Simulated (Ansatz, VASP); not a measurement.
**Two plane-wave programs on Pt**

```
CELL_PARAMETERS angstrom
4.53399 0.00000 0.00000
-2.26699 3.92655 0.00000
0.00000 0.00000 2.70297
ATOMIC_POSITIONS crystal
Pt 0.00000 0.00000 0.00000
Pt 0.33333 0.66667 0.50000
Pt 0.66667 0.33333 0.50000
```

Alike in both runs: functional PBE; k mesh 8 × 8 × 12; occupations fermi-dirac, width 0.1 eV; no spin polarisation.

Ansatz relaxed the structure, and its values are those at the end. VASP's run is a single point on that final structure, the one shown.

|  | VASP | Ansatz |
| --- | --- | --- |
| version | VASP 6.6.1 | Ansatz 0.2.0 |
| potentials or method | VASP PAW PBE potentials, release 64 (Pt), cutoff 520 eV | plane waves (420 eV) with PAW, scalar-relativistic |
| valence electrons in the cell | 30 | 54 |

```tsv
	VASP	Ansatz	Ansatz less VASP
pressure (GPa)	-0.5	0.0	+0.50
```

VASP's potentials hold 30 valence electrons a cell and Ansatz's 54, so a difference there can come from the potentials and not from the codes.

Spin-orbit coupling is off throughout.
